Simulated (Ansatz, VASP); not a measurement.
# Two plane-wave programs on BN

File INCAR:

```
SYSTEM = BN
  PREC = Accurate
  ENCUT = 520
  EDIFF = 1E-7
  ISMEAR = 0
  SIGMA = 0.01
  LREAL = .False.
  LASPH = .True.
  NELM = 60
  ALGO = Normal
  ISIF = 2
  LWAVE = .False.
  LCHARG = .False.
  GGA = PE
  IVDW = 12
  NBANDS = 11
```

Contents of KPOINTS:

```
regular mesh
0
Gamma
  12 12 12
  0 0 0
```

POSCAR

```
BN
1.0
    2.4962593862      0.0022361069     -0.2361958371
   -1.2388848032      2.1671381125      0.2361805288
   -0.9329202644     -0.9083288476      3.4138234727
B N
1 1
Direct
    0.9909788308      0.9913936691     -0.0062415001
    0.6571701692      0.3244903309      0.9930465001
```

Input for Ansatz:

```yaml
crystal:
  lattice:
    - [2.4962593862, 0.0022361069, -0.2361958371]
    - [-1.2388848032, 2.1671381125, 0.2361805288]
    - [-0.9329202644, -0.9083288476, 3.4138234727]
  atoms:
    - { symbol: B, position: [0.9909788308, 0.9913936691, -0.0062415001] }
    - { symbol: "N", position: [0.6571701692, 0.3244903309, 0.9930465001] }
basis:
  ecutwfc: 420
kpoints:
  mp_grid: { grid: [12, 12, 12] }
hamiltonian:
  xc: pbe
  dispersion: d3bj
scf:
  occupations: { method: fixed }
  lower_state_search: "off"
  initial_density: { chi_scale: 0.1 }
output:
  forces: true
  eigenvalues: true
  stress: true
```

Alike in both runs: task single point; functional PBE; dispersion D3(BJ); k mesh 12 × 12 × 12; no spin polarisation.

|  | VASP | Ansatz |
| --- | --- | --- |
| version | VASP 6.6.1 | Ansatz 0.2.0 |
| potentials or method | VASP PAW PBE potentials, release 64 (B, N), cutoff 520 eV | scalar-relativistic, plane waves, PAW |
| occupations | gaussian, width 0.01 eV | fixed |
| valence electrons in the cell | 8 | 8 |

```csv
,VASP,Ansatz,Ansatz less VASP
gap on the k mesh at the Fermi level (eV),4.26,4.26,+0.007
pressure (GPa),-0.4,-0.5,-0.07
"traceless stress, the component that is largest in VASP (GPa)",-0.20,0.01,+0.204
```
